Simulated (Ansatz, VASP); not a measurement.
Si6Ru: VASP beside Ansatz

```xyz
7
Lattice="4.7257 0.0000 0.0000 -2.3628 4.0926 0.0000 0.0000 0.0000 5.7013" Properties=species:S:1:pos:R:3 pbc="T T T"
Si    2.9873    0.0000    1.6392
Si   -1.4937    2.5871    1.6392
Si    0.8692    1.5055    1.6392
Si    2.9873    0.0000    4.0622
Si   -1.4937    2.5871    4.0622
Si    0.8692    1.5055    4.0622
Ru    0.0000    0.0000    0.0000
```

Alike in both runs: functional PBE; k mesh 6 × 6 × 6; occupations gaussian, width 0.1 eV; no spin polarisation.

Ansatz relaxed the structure, and its values are those at the end. VASP's run is a single point on that final structure, the one shown.

|  | VASP | Ansatz |
| --- | --- | --- |
| version | VASP 6.6.1 | Ansatz 0.2.0 |
| potentials or method | VASP PAW PBE potentials, release 64 (Si, Ru_pv), cutoff 520 eV | scalar-relativistic, plane waves, PAW |
| valence electrons in the cell | 38 | 40 |

```csv
,VASP,Ansatz,Ansatz less VASP
gap on the k mesh at the Fermi level (eV),none,none,-
pressure (GPa),0.0,0.0,+0.04
```

A gap of «none» marks a metal or a gap that the smearing closes. The functional is the same, so the differences come from potentials, cutoffs and numerics. VASP's potentials hold 38 valence electrons a cell and Ansatz's 40, so a difference there can come from the potentials and not from the codes.
